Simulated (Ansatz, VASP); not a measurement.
# Two plane-wave programs on Ti3Al

```
CELL_PARAMETERS angstrom
2.92754 0.00000 0.00000
-1.46377 2.53533 0.00000
0.00000 0.00000 9.22636
ATOMIC_POSITIONS crystal
Ti 0.66667 0.33333 0.00000
Ti 0.33333 0.66667 0.75059
Ti 0.33333 0.66667 0.24941
Al 0.66667 0.33333 0.50000
```

Alike in both runs: task relaxation of cell and atoms; functional PBE; k mesh 18 × 18 × 6; occupations gaussian, width 0.1 eV; no spin polarisation.

|  | VASP | Ansatz |
| --- | --- | --- |
| version | VASP 6.6.1 | Ansatz 0.2.0 |
| potentials or method | VASP PAW PBE potentials, release 64 (Ti_sv, Al), cutoff 600 eV | scalar-relativistic, plane waves, PAW |
| valence electrons in the cell | 39 | 39 |

|  | VASP | Ansatz | Ansatz less VASP |
| --- | --- | --- | --- |
| gap on the k mesh at the Fermi level, each at its own relaxed structure (eV) | none | none | - |
| relaxed volume (Å³/atom) | 17.12 | 17.16 | +0.039 |
| relaxed length of the cell vector where the two differ most in proportion (Å) | 2.928 | 2.930 | +0.0025 |

A gap of «none» marks a metal or a gap that the smearing closes.

Noted on VASP's run: the relaxation stopped at its first step, so nothing moved.
